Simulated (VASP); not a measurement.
Here is a VASP 6.6.1 calculation.

Contents of INCAR:

```
ALGO     = Normal         # electronic algorithm
EDIFF    = 1E-6           # SCF threshold, eV
ENCUT    = 520            # plane-wave cutoff, eV
GGA      = PE             # functional
ISIF     = 2              # what is computed and relaxed
ISMEAR   = 0              # smearing method
LASPH    = True           # aspherical terms in the spheres
LCHARG   = False          # write CHGCAR
LREAL    = False          # projectors in reciprocal space
LWAVE    = False          # write WAVECAR
NBANDS   = 18             # bands
NELM     = 100            # most SCF steps
PREC     = Accurate       # precision mode
SIGMA    = 0.1            # smearing width, eV
```

The input KPOINTS:

```
k-points
0
Gamma
  12 12 6
```

File POSCAR:

```
Au
1.0
    2.9225201228      0.0000000000      0.0000000000
   -1.4612600614      2.5309766694      0.0000000000
    0.0000000000      0.0000000000      4.8848721146
Au
2
Direct
    0.3333333333      0.6666666667      0.2500000000
    0.6666666667      0.3333333333      0.7500000000
```

Potentials or basis: VASP PAW PBE potentials, release 64 (Au).

The run is started by

```console
$ cat potpaw_PBE.64/Au/POTCAR > POTCAR
$ mpirun -np 1 vasp_std > vasp.out
```

(1) Predict the band gap on the k mesh.

(2) What does it give for the pressure?

## Answers

(1) zero (bands 11 and 12 overlap by 6.55 eV).

(2) -0.4 GPa.

Caveat: spin-orbit coupling is left out, which moves the levels of the heavy elements.
